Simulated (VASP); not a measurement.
A run of VASP 6.6.1 is set up as follows.

Contents of INCAR:

```
  PREC = Accurate
  ENCUT = 600
  EDIFF = 1E-6
  ISMEAR = 0
  SIGMA = 0.01
  LREAL = False
  LASPH = True
  NELM = 100
  ALGO = Normal
  ISIF = 3
  LWAVE = False
  LCHARG = False
  GGA = PE
  IBRION = 2
  NSW = 80
  EDIFFG = -0.02
  PSTRESS = 100.0
```

Contents of KPOINTS:

```
regular mesh
0
Gamma
  6 6 6
```

The input POSCAR:

```
Ge
1.0
    4.0006830000      0.0000000000      0.0000000000
    2.0003415000      3.4646931105      0.0000000000
    2.0003415000      1.1548977035      3.2665439909
Ge
2
Direct
    0.0000000000      0.0000000000      0.0000000000
    0.2500000000      0.2500000000      0.2500000000
```

Potentials or basis: VASP PAW PBE potentials, release 64 (Ge_d).

The run is started by

```sh
$ cat potpaw_PBE.64/Ge_d/POTCAR > POTCAR
$ mpirun -np 1 vasp_std > vasp.out
```

Problem. What does it give for the relaxed volume?

Solution. 21.08 Å³/atom.

Problem. Predict the relaxed cell.

Solution. a = 3.907 Å, b = 3.907 Å, c = 3.907 Å, α = 60.00°, β = 60.00°, γ = 60.00°.

Final structure:
```cif
data_structure
_symmetry_space_group_name_H-M 'P 1'
_symmetry_Int_Tables_number 1
_cell_length_a 3.9065
_cell_length_b 3.9065
_cell_length_c 3.9065
_cell_angle_alpha 60.000
_cell_angle_beta 60.000
_cell_angle_gamma 60.000
_cell_volume 42.16
loop_
_atom_site_label
_atom_site_type_symbol
_atom_site_fract_x
_atom_site_fract_y
_atom_site_fract_z
_atom_site_occupancy
Ge1 Ge 0.00000 0.00000 0.00000 1
Ge2 Ge 0.25000 0.25000 0.25000 1
```

Caveat: the cell is relaxed towards a set pressure, so the enthalpy falls and the energy may rise.
